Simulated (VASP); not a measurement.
Runs of VASP 6.6.1 on BeS. The structure is that of space group F-43m (No. 216), or close to it. The cells are those of the table. 

| task | cell | cutoff (eV) | k mesh for the DOS | occupations for the DOS | gap on the mesh (eV) | pressure (GPa) |
| --- | --- | --- | --- | --- | --- | --- |
| single point | a = 3.341 Å, angles 60.0°, 2 atoms | 520 | - | - | 2.92 | 10.5 |
| single point | a = 3.559 Å, angles 60.0°, 2 atoms | 520 | - | - | 3.33 | -7.4 |
| single point | a = 3.482 Å, angles 60.0°, 2 atoms | 520 | - | - | 3.21 | -2.6 |
| single point | a = 3.448 Å, angles 60.0°, 2 atoms | 520 | - | - | 3.15 | 0.0 |
| single point | a = 3.377 Å, angles 60.0°, 2 atoms | 520 | - | - | (b) | (c) |
| single point | a = 3.304 Å, angles 60.0°, 2 atoms | 520 | - | - | (a) | 15.1 |
| relaxation of cell and atoms | relaxed from a = 3.448 Å, angles 60.0°, 2 atoms | 600 | - | - | 3.15 | 0.0 |

Alike in all rows: level PBE; potentials or basis VASP PAW PBE potentials, release 64 (Be, S); no spin polarisation; k mesh 8 × 8 × 8; smearing gaussian 0.02 eV.

Fill in the values left out.

(a) 2.83; (b) 3.00; (c) 6.5.

Caveats: the relaxation stopped at its first step, so nothing moved (some runs).

A k mesh can miss the band edges.
